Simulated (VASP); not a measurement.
ReOs3C:

```
CELL_PARAMETERS angstrom
3.88513 0.00000 0.00000
0.00000 3.88513 0.00000
0.00000 0.00000 3.88513
ATOMIC_POSITIONS crystal
Re 0.00000 0.00000 0.00000
Os 0.00000 0.50000 0.50000
Os 0.50000 0.00000 0.50000
Os 0.50000 0.50000 0.00000
C 0.50000 0.50000 0.50000
```

```yaml
Program: VASP 6.6.1
Task: relaxation of cell and atoms
Functional: PBE
Potentials_or_basis: VASP PAW PBE potentials, release 64 (Re, Os, C)
Cutoff: 600 eV
k_mesh: 4 × 4 × 4
Occupations: gaussian, width 0.1 eV
Spin: no spin polarisation
```

At the start: pressure 57.0 GPa; volume 11.73 Å³/atom.

Task: Where does the relaxation end?

Result: Over 5 steps the energy falls by 235.5 meV/atom and the volume is 13.21 Å³/atom (+12.6 %); space group Pm-3m (No. 221, to 0.05 Å).

The path:
```tsv
step	energy change (eV)	largest force (eV/Å)	pressure (GPa)	volume (Å³)
1	0.0000	0.0000	57.00	58.64
2	8.0455	0.0000	-53.43	101.67
3	-1.1334	0.0000	-8.35	67.70
4	-1.1761	0.0000	-1.49	66.34
5	-1.1774	0.0000	0.01	66.06
```

Final structure:
```
CELL_PARAMETERS angstrom
4.04244 0.00000 0.00000
0.00000 4.04244 0.00000
0.00000 0.00000 4.04244
ATOMIC_POSITIONS crystal
Re 0.00000 0.00000 0.00000
Os 0.00000 0.50000 0.50000
Os 0.50000 0.00000 0.50000
Os 0.50000 0.50000 0.00000
C 0.50000 0.50000 0.50000
```

Caveat: the k points lie up to 0.39 Å⁻¹ apart in the final cell.
